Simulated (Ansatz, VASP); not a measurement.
ZnS7 in VASP and in Ansatz

```
Zn S
1.0
     4.73072    0.00000    0.00000
     0.00000    4.73072    0.00000
     0.00000    0.00000    7.97184
Zn S
1 7
Direct
  0.00000 0.00000 0.46078
  0.50000 0.00000 0.51066
  0.00000 0.50000 0.51066
  0.26979 0.26979 0.03657
  0.73021 0.73021 0.03657
  0.73021 0.26979 0.03657
  0.26979 0.73021 0.03657
  0.50000 0.50000 0.57615
```

Alike in both runs: functional PBE; k mesh 3 × 3 × 3; occupations gaussian, width 0.2 eV; no spin polarisation.

Ansatz relaxed the structure, and its values are those at the end. VASP's run is a single point on that final structure, the one shown.

|  | VASP | Ansatz |
| --- | --- | --- |
| version | VASP 6.6.1 | Ansatz 0.2.0 |
| potentials or method | VASP PAW PBE potentials, release 64 (Zn, S), cutoff 520 eV | scalar-relativistic, plane waves, PAW |
| valence electrons in the cell | 54 | 54 |

Ansatz gave:

- gap on the k mesh at the Fermi level (eV): none
- pressure (GPa): 0.4
- rms of the force components (eV/Å): 0.018

Q: What did VASP give for the same quantities?

A: gap on the k mesh at the Fermi level (eV): none; pressure (GPa): 0.3; rms of the force components (eV/Å): 0.039.

A gap of «none» marks a metal or a gap that the smearing closes. The functional is the same, so the differences come from potentials, cutoffs and numerics.

The k mesh is coarse, so the values compare programs but aren't converged.
